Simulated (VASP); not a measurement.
Runs of VASP 6.6.1 on NiO. The structure is that of space group Fm-3m (No. 225), or close to it. The cells are those of the table. 

```csv
cell,k mesh,gap on the mesh (eV),pressure (GPa),moment (μB)
"a = 5.227 Å, angles 33.6°, 4 atoms",5 × 5 × 5,(a),(b),0.00
"a = 3.018, b = 3.018, c = 4.268 Å, 4 atoms",5 × 5 × 3,2.62,-8.0,0.00
"a = 5.203 Å, angles 33.6°, 4 atoms",10 × 10 × 10,3.04,-8.0,0.00
"a = 3.018, b = 3.018, c = 4.268 Å, 4 atoms",8 × 8 × 6,2.43,-8.0,0.00
```

Alike in all rows: task single point; level PBE+U; potentials or basis VASP PAW PBE potentials, release 64 (Ni, O); spin collinear, antiferromagnetic start; Ni d U = 6.2 eV; cutoff (eV) 520; smearing gaussian 0.05 eV.

Fill in the values left out.

(a) 2.99; (b) -9.7.

Caveats: some runs use coarse meshes; an odd mesh through Γ misses points on the zone boundary, where band edges can lie (at least some runs); the cell stands under tension (at least some runs).
